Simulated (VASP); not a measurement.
HfO2: single point with PBE

HfO2:

```
Hf O
1.0
     4.88129    0.00000    0.00000
     0.00000    4.88129    0.00000
     0.00000    0.00000    3.23803
Hf O
2 4
Cartesian
  -0.3659 -0.3659 -0.3450
  2.4406 2.4406 1.6190
  0.9511 3.9302 1.6190
  1.4896 1.4896 0.0000
  3.3917 3.3917 0.0000
  3.9302 0.9511 1.6190
```

This cell differs from its parent crystal: atom 1 (Hf) moved by -0.517 Å along [1 1 0] and -0.345 Å along [0 0 1].

```
Program                : VASP 6.6.1
Task                   : single point
Functional             : PBE
Potentials or basis    : VASP PAW PBE potentials, release 64 (Hf_pv, O)
Cutoff                 : 520 eV
k mesh                 : 6 × 6 × 8
Occupations            : gaussian, width 0.05 eV
Spin                   : no spin polarisation
Dipole correction      : no
Further INCAR settings : ALGO = Normal; EDIFF = 1e-06; NBANDS = 31
```

```
Pressure               : 21.8 GPa
Largest force          : 20.562 eV/Å
Band gap on the k mesh : 2.32 eV
```

Forces on the atoms (eV/Å):
```
Hf   14.528  14.528   0.789
Hf   -4.109  -4.109  -0.267
O     0.463  -1.388  -1.629
O     1.301   1.301  -0.063
O   -10.796 -10.796   2.798
O    -1.388   0.463  -1.629
```

Stress tensor (GPa, compression positive):
```
29.51 29.11 -8.72
29.11 29.51 -8.72
-8.72 -8.72  6.43
```

Levels at points of the mesh, in eV from the valence-band top:
```
           k point  band 18  band 19  band 20  band 21  band 22  band 23  band 24  band 25  band 26  band 27
(0.00, 0.00, 0.00)    -2.04    -1.65    -1.46    -1.18     0.00     2.32     4.19     4.77     5.00     5.14
(0.50, 0.00, 0.00)    -2.21    -2.08    -1.52    -1.37    -0.33     2.48     4.46     5.26     5.49     6.05
(0.50, 0.50, 0.00)    -1.98    -1.70    -1.47    -1.36    -0.89     2.78     4.44     5.06     5.52     5.96
(0.00, 0.00, 0.50)    -2.19    -1.87    -1.54    -1.33    -0.98     4.65     4.66     4.69     6.34     6.55
(0.50, 0.00, 0.50)    -2.45    -1.85    -1.59    -1.29    -0.66     3.96     4.46     5.06     6.33     6.72
(0.50, 0.50, 0.50)    -2.67    -1.35    -1.32    -0.99    -0.25     3.78     4.97     5.13     6.06     6.44
```

It took 3.4 min on 1 thread of Intel Xeon 8259CL, on a shared host, peak memory 0.3 GiB.

Caveat: the cell differs from its parent crystal (atom 1 (Hf) moved by -0.517 Å along [1 1 0] and -0.345 Å along [0 0 1]); the stress differs along the axes, from 6 to 30 GPa; spin-orbit coupling is left out, which moves the levels of the heavy elements; forces of over 1 eV/Å act on the atoms, so gaps and moduli don't describe the material at rest. A k mesh can miss the band edges.
